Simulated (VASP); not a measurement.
Here is a VASP 6.6.1 calculation.

INCAR

```
ALGO = Normal ; EDIFF = 1E-6
ENCUT = 520 ; GGA = PE
ISIF = 2 ; ISMEAR = -1
LASPH = T ; LCHARG = F
LREAL = F ; LWAVE = F
NBANDS = 16 ; NELM = 60
PREC = Accurate ; SIGMA = 0.1
```

Contents of KPOINTS:

```
k-points
0
Gamma
  14 14 14
```

Contents of POSCAR:

```
CdSe
1.0
    0.0000000000      2.6637271281      2.6637271281
    2.6637271281      0.0000000000      2.6637271281
    2.6637271281      2.6637271281      0.0000000000
Cd Se
1 1
Direct
    0.0000000000      0.0000000000      0.0000000000
    0.5000000000      0.5000000000      0.5000000000
```

Potentials or basis: VASP PAW PBE potentials, release 64 (Cd, Se).

Command:

```sh
$ cat potpaw_PBE.64/Cd/POTCAR potpaw_PBE.64/Se/POTCAR > POTCAR
$ mpirun -np 1 vasp_std > vasp.out
```

Problem. What does it give for the band gap on the k mesh?

Solution. Zero (bands 9 and 10 overlap by 0.55 eV).

Problem. Estimate the pressure.

Solution. 23.8 GPa.

Caveat: the cell stands under pressure; semilocal functionals underestimate gaps, and a narrow one can read as zero.
